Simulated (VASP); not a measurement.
# VMoSe4 (P-6m2) in VASP: single point with PBE

Aim: the single point of VMoSe4 with PBE.

All numbers are computed with VASP 6.6.1; they aren't measurements. Logs are shortened: lines on timing, memory, paths and dates and some standing lists are left out, and cuts for length are marked.

### Step 1. The cell of the first run

Symmetry: P-6m2, No. 187, hexagonal system. Conventional cell: a = 3.330 Å, b = 3.330 Å, c = 14.600 Å, α = 90.00°, β = 90.00°, γ = 120.00°. Within 3.4 Å of V (site symmetry -6m2) lie 6 Se at 2.50 Å and 6 V at 3.33 Å. Mo (site symmetry -6m2) has 6 Se at 2.54 Å and 6 Mo at 3.33 Å within 3.4 Å. Se (site symmetry 3m) has 3 Mo at 2.54 Å and 7 Se at 3.33 Å within 3.4 Å. Se (site symmetry 3m) has 3 V at 2.50 Å and 7 Se at 3.20 to 3.33 Å within 3.4 Å.

### Step 2. Single point, PBE, collinear spin, ferromagnetic start

File INCAR:

```
SYSTEM = VMoSe4
PREC = Accurate ; ENCUT = 520
EDIFF = 1E-6 ; ISMEAR = 0
SIGMA = 0.1 ; LREAL = .FALSE.
LASPH = .TRUE. ; NELM = 150
ALGO = Normal ; ISIF = 2
LWAVE = .FALSE. ; LCHARG = .FALSE.
ISPIN = 2 ; MAGMOM = 1 0 0 0 0 0
LORBIT = 11 ; LMAXMIX = 4
GGA = PE ; NBANDS = 38
```

File KPOINTS:

```
Automatic mesh
0
G
  6 6 2
  0 0 0
```

File POSCAR:

```
VMoSe4
1.0
    3.3296481000      0.0000000000      0.0000000000
   -1.6648241000      2.8835599000      0.0000000000
    0.0000000000      0.0000000000     14.6003451000
V Mo Se
1 1 4
Direct
    0.0000000000      0.0000000000      0.0000000000
    0.3333333000      0.6666667000      0.5000000000
    0.0000000000      0.0000000000      0.6141040000
    0.3333333000      0.6666667000      0.1096240000
    0.0000000000      0.0000000000      0.3858960000
    0.3333333000      0.6666667000      0.8903760000
```

Potentials or basis: VASP PAW PBE potentials, release 64 (V_sv, Mo_sv, Se).

Command:

```bash
> cat potpaw_PBE.64/V_sv/POTCAR potpaw_PBE.64/Mo_sv/POTCAR potpaw_PBE.64/Se/POTCAR > POTCAR
> mpirun -np 1 vasp_std > vasp.out
```

OUTCAR:

```text
SYSTEM = VMoSe4
   PREC = Accurate
   ENCUT = 520
   EDIFF = 1E-6
   ISMEAR = 0
   LREAL = .FALSE.
   LASPH = .TRUE.
   NELM = 150
   ISIF = 2
   ISPIN = 2
   LORBIT = 11
   GGA = PE

 ion  position               nearest neighbor table
   1  0.000  0.000  0.000-   4 2.50   6 2.50   4 2.50   6 2.50   4 2.50   6 2.50
   2  0.333  0.667  0.500-   3 2.54   5 2.54   3 2.54   5 2.54   3 2.54   5 2.54
   3  0.000  0.000  0.614-   2 2.54   2 2.54   2 2.54
   4  0.333  0.667  0.110-   1 2.50   1 2.50   1 2.50
   5  0.000  0.000  0.386-   2 2.54   2 2.54   2 2.54
   6  0.333  0.667  0.890-   1 2.50   1 2.50   1 2.50

  LATTYP: Found a hexagonal cell.
 ALAT       =     3.3296481000
 C/A-ratio  =     4.3849514007

  Lattice vectors:

 A1 = (   3.3296481000,   0.0000000000,   0.0000000000)
 A2 = (  -1.6648241000,   2.8835599000,   0.0000000000)
 A3 = (   0.0000000000,   0.0000000000,  14.6003451000)

Analysis of symmetry for initial positions (statically):
=====================================================================
 Subroutine PRICEL returns:
 Original cell was already a primitive cell.

 Routine SETGRP: Setting up the symmetry group for a
 hexagonal supercell.

 Subroutine GETGRP returns: Found 12 space group operations
 (whereof 12 operations were pure point group operations)
 out of a pool of 24 trial point group operations.

The static configuration has the point symmetry D_3h.

Analysis of symmetry for dynamics (positions and initial velocities):
=====================================================================
 Subroutine PRICEL returns:
 Original cell was already a primitive cell.

 Routine SETGRP: Setting up the symmetry group for a
 hexagonal supercell.

 Subroutine GETGRP returns: Found 12 space group operations
 (whereof 12 operations were pure point group operations)
 out of a pool of 24 trial point group operations.

The dynamic configuration has the point symmetry D_3h.

Analysis of structural, dynamic, and magnetic symmetry:
=====================================================================
 Subroutine PRICEL returns:
 Original cell was already a primitive cell.

 Routine SETGRP: Setting up the symmetry group for a
 hexagonal supercell.

 Subroutine GETGRP returns: Found 12 space group operations
 (whereof 12 operations were pure point group operations)
 out of a pool of 24 trial point group operations.

The overall configuration has the point symmetry D_3h.

 Subroutine INISYM returns: Found 12 space group operations
 (whereof 12 operations are pure point group operations),
 and found     1 'primitive' translations

----------------------------------------------------------------------------------------

                                     Primitive cell

  volume of cell :     140.1814

  direct lattice vectors                    reciprocal lattice vectors
     3.329648100  0.000000000  0.000000000     0.300332038  0.173396785  0.000000000
    -1.664824100  2.883559900  0.000000000     0.000000000  0.346793559  0.000000000
     0.000000000  0.000000000 14.600345100     0.000000000  0.000000000  0.068491532

  length of vectors
     3.329648100  3.329648177 14.600345100     0.346793567  0.346793559  0.068491532

  position of ions in fractional coordinates (direct lattice)
     0.000000000  0.000000000  0.000000000
     0.333333300  0.666666700  0.500000000
     0.000000000  0.000000000  0.614104000
     0.333333300  0.666666700  0.109624000
     0.000000000  0.000000000  0.385896000
     0.333333300  0.666666700  0.890376000

  ion indices of the primitive-cell ions
   primitive index   ion index
                 1           1
                 2           2
                 3           3
                 4           4
                 5           5
                 6           6

----------------------------------------------------------------------------------------

 KPOINTS: Automatic mesh

[... 31 lines left out ...]
  0.000000  0.000000  0.500000      1.000000
  0.166667  0.000000  0.500000      6.000000
  0.333333  0.000000  0.500000      6.000000
  0.500000  0.000000  0.500000      3.000000
  0.166667  0.166667  0.500000      6.000000
  0.333333  0.166667  0.500000     12.000000
  0.333333  0.333333  0.500000      2.000000
   k-points           NKPTS =     14   k-points in BZ     NKDIM =     14   number of bands    NBANDS=     38
   number of dos      NEDOS =    301   number of ions     NIONS =      6
   total plane-waves  NPLWV =  87808
   dimension x,y,z NGX =    28 NGY =   28 NGZ =  112
   dimension x,y,z NGXF=    56 NGYF=   56 NGZF=  224
   ions per type =               1   1   4
   NGX,Y,Z   is equivalent  to a cutoff of  13.98, 13.98, 12.75 a.u.
   NGXF,Y,Z  is equivalent  to a cutoff of  27.96, 27.96, 25.51 a.u.
 SYSTEM =  VMoSe4
   PREC   = accura    normal or accurate (medium, high low for compatibility)
   ISTART =      0    job   : 0-new  1-cont  2-samecut
   ICHARG =      2    charge: 1-file 2-atom 10-const
   ISPIN  =      2    spin polarized calculation?
   LNONCOLLINEAR =      F non collinear calculations
   LSORBIT =      F    spin-orbit coupling
   LASPH  =      T    aspherical Exc in radial PAW
   ENCUT  =  520.0 eV  38.22 Ry    6.18 a.u.   6.19  6.19 27.15*2*pi/ulx,y,z
   NELM   =    150;   NELMIN=  2; NELMDL= -5     # of ELM steps
   EDIFF  = 0.1E-05   stopping-criterion for ELM
   LREAL  =      F    real-space projection
   EDIFFG = 0.1E-04   stopping-criterion for IOM
   NSW    =      0    number of steps for IOM
   IBRION =     -1    ionic relax: 0-MD 1-quasi-New 2-CG
   NFREE  =      0    steps in history (QN), initial steepest desc. (CG)
   ISIF   =      2    stress and relaxation
   ISYM   =      2    0-nonsym 1-usesym 2-fastsym
   POTIM  = 0.5000    time-step for ionic-motion
   TEBEG  =    0.0;   TEEND  =   0.0 temperature during run
   PSTRESS=    0.0 pullay stress
   NELECT =      51.0000    total number of electrons
   NUPDOWN=      -1.0000    fix difference up-down
   EMIN   =  10.00;   EMAX   =-10.00  energy-range for DOS
   EFERMI =   0.00;   METHOD = LEGACY
   ISMEAR =     0;   SIGMA  =   0.10  broadening in eV -4-tet -1-fermi 0-gaus
   EFERMI_NEDOS =   21; number of points for ismear=-14 and -15
   IALGO  =     38    algorithm
   IMIX   =      4    mixing-type and parameters
     AMIX     =   0.40;   BMIX     =  1.00
     AMIX_MAG =   1.60;   BMIX_MAG =  1.00
  volume/ion in A,a.u.               =      23.36       157.67
  Fermi-wavevector in a.u.,A,eV,Ry     =   1.168696  2.208514 18.583510  1.365849
  Thomas-Fermi vector in A             =   2.305179
   LORBIT       =     11    0 simple, 1 ext, 2 COOP (PROOUT), +10 PAW based schemes
   GGA     = PE    functional components
   LHFCALC =     F    Hartree Fock is set to
   AEXX    =    0.0000 exact exchange contribution
   IVDW    =     0    specifies the selected vdW correction
   LEPSILON=     F    determine dielectric tensor
   LRPA    =     F    only Hartree local field effects (RPA)
 spin polarized calculation
 Gauss-broadening in eV      SIGMA  =   0.10
  energy-cutoff  :      520.00
  volume of cell :      140.18
 maximum number of plane-waves:      3800
 NGX is ok and might be reduce to    28
   NGX = 13   NGY = 13   NGZ = 55

 number of electron      51.0000002 magnetization       0.9756140

 Free energy of the ion-electron system (eV)
  ---------------------------------------------------
  ext. energy  EPLUGINS =         0.00000000
  ---------------------------------------------------
  free energy    TOTEN  =       -38.12563564 eV

  energy without entropy =      -38.12172301  energy(sigma->0) =      -38.12367933

 E-fermi :   4.1133     XC(G=0):  -9.5218

 val. band max:        4.1000960648   @ k =   0.0000   0.0000   0.0000
 cond. band min:       4.1983267999   @ k =   0.5000   0.0000   0.0000
 fundamental gap:      0.0982307352
 Fermi energy:         4.1133162354

 spin component 1

 k-point     1 :       0.0000    0.0000    0.0000
  band No.  band energies     occupation
      1     -60.7030      1.00000
      2     -56.8399      1.00000
      3     -34.5559      1.00000
      4     -34.5559      1.00000
      5     -34.4658      1.00000
      6     -30.9773      1.00000
[... 549 lines left out ...]
     36      10.4834      0.00000
     37      10.7274      0.00000
 Fermi energy:         4.1133162354

 spin component 2

 k-point     1 :       0.0000    0.0000    0.0000
  band No.  band energies     occupation
      1     -59.7418      1.00000
      2     -56.8409      1.00000
      3     -33.5731      1.00000
      4     -33.5701      1.00000
      5     -33.5701      1.00000
      6     -30.9790      1.00000
[... 549 lines left out ...]
     36      10.4876      0.00000
     37      10.9115      0.00000
 [bands above 37 left out]

------------------------ aborting loop because EDIFF is reached ----------------------------------------

  FORCE on cell =-STRESS in cart. coord.  units (eV):
  Direction    XX          YY          ZZ          XY          YZ          ZX
  --------------------------------------------------------------------------------------
  -------------------------------------------------------------------------------------
  Total        0.1701538      0.1701538      0.1512355     -0.0000000     -0.0000000      0.0000000
  in kB        1.9447408      1.9447408      1.7285180     -0.0000000     -0.0000000      0.0000000
  external PRESSURE =       1.8726665 kB  Pullay stress =       0.0000000 kB

 VOLUME and BASIS-vectors are now :
 -----------------------------------------------------------------------------
  energy-cutoff  :      520.00
  volume of cell :      140.18
      direct lattice vectors                 reciprocal lattice vectors
     3.329648100  0.000000000  0.000000000     0.300332038  0.173396785  0.000000000
    -1.664824100  2.883559900  0.000000000     0.000000000  0.346793559  0.000000000
     0.000000000  0.000000000 14.600345100     0.000000000  0.000000000  0.068491532

 POSITION                                       TOTAL-FORCE (eV/Angst)
 -----------------------------------------------------------------------------------
      0.00000      0.00000      0.00000         0.000000      0.000000      0.000000
     -0.00000      1.92237      7.30017        -0.000000     -0.000000      0.000000
      0.00000      0.00000      8.96613         0.000000     -0.000000      0.037633
     -0.00000      1.92237      1.60055         0.000000     -0.000000      0.013800
      0.00000      0.00000      5.63421         0.000000     -0.000000     -0.037633
     -0.00000      1.92237     12.99980         0.000000     -0.000000     -0.013800
 -----------------------------------------------------------------------------------
    total drift:                                0.000423     -0.000244     -0.000000

  FREE ENERGIE OF THE ION-ELECTRON SYSTEM (eV)
  ---------------------------------------------------
  free  energy   TOTEN  =       -38.1256356437 eV

  energy  without entropy=      -38.1217230100  energy(sigma->0) =      -38.12367933

 total charge

# of ion       s       p       d       tot
------------------------------------------
    1        2.231   6.202   3.040  11.473
    2        2.269   6.178   3.917  12.363
    3        1.478   2.320   0.060   3.858
    4        1.479   2.327   0.046   3.852
    5        1.478   2.320   0.060   3.858
    6        1.479   2.327   0.046   3.852
--------------------------------------------------
tot         10.414  21.673   7.168  39.255

 magnetization (x)

# of ion       s       p       d       tot
------------------------------------------
    1        0.012   0.012   0.950   0.974
    2       -0.000  -0.000  -0.001  -0.001
    3        0.000   0.000  -0.000   0.000
    4       -0.001  -0.065   0.006  -0.061
    5        0.000   0.000  -0.000   0.000
    6       -0.001  -0.065   0.006  -0.061
--------------------------------------------------
tot          0.009  -0.119   0.960   0.850
```

Wall time 3.3 min (1 thread of Intel Xeon Platinum 8488C (Sapphire Rapids), shared host); peak memory 0.41 GiB.

Results:

| Property | Result |
| --- | --- |
| Free energy | -38.1256 eV |
| Pressure | 0.2 GPa |
| Largest force | 0.038 eV/Å |
| Band gap on the k mesh | 0.10 eV (least direct gap 0.66 eV) |
| Net moment | 0.98 μB per cell |
| Site moments | V +0.97; Mo -0.00; Se +0.00, -0.06 (each value once) μB |
| Valence electrons inside the program's atomic spheres | V 11.47; Mo 12.36; Se 3.86, 3.85 (each value once) |

Forces in eV/Å, atoms in the order of the input:
```
V    0.000  0.000  0.000
Mo   0.000  0.000  0.000
Se   0.000  0.000  0.038
Se   0.000  0.000  0.014
Se   0.000  0.000 -0.038
Se   0.000  0.000 -0.014
```

Levels at points of the mesh, in eV from the valence-band top:
Spin up:
| k point | band 23 | band 24 | band 25 | band 26 | band 27 | band 28 | band 29 | band 30 |
| --- | --- | --- | --- | --- | --- | --- | --- | --- |
| (0.00, 0.00, 0.00) | -0.82 | -0.82 | -0.44 | 0.00 | 2.59 | 2.59 | 2.66 | 2.66 |
| (0.50, 0.00, 0.00) | -0.81 | -0.79 | -0.77 | -0.76 | 0.89 | 1.10 | 1.75 | 2.17 |
| (0.00, 0.00, 0.50) | -0.82 | -0.82 | -0.17 | -0.11 | 2.59 | 2.59 | 2.66 | 2.66 |
| (0.50, 0.00, 0.50) | -0.79 | -0.79 | -0.77 | -0.77 | 0.89 | 1.10 | 1.75 | 2.17 |
Spin down:
```tsv
k point	band 21	band 22	band 23	band 24	band 25	band 26	band 27	band 28	band 29	band 30
(0.00, 0.00, 0.00)	-1.22	-1.13	-0.50	-0.50	-0.32	0.94	2.71	2.71	2.73	2.73
(0.50, 0.00, 0.00)	-1.93	-1.27	-0.79	-0.77	-0.73	0.10	1.75	1.84	2.16	2.26
(0.00, 0.00, 0.50)	-1.22	-1.22	-0.50	-0.50	-0.17	0.94	2.72	2.72	2.73	2.73
(0.50, 0.00, 0.50)	-1.93	-1.27	-0.79	-0.77	-0.74	0.10	1.75	1.84	2.17	2.25
```

Caveat: semilocal functionals underestimate gaps, and a narrow one can read as zero; this functional lacks dispersion, which binds layers or chains, so the pressure and a relaxed spacing across them are unreliable. A k mesh can miss the band edges.
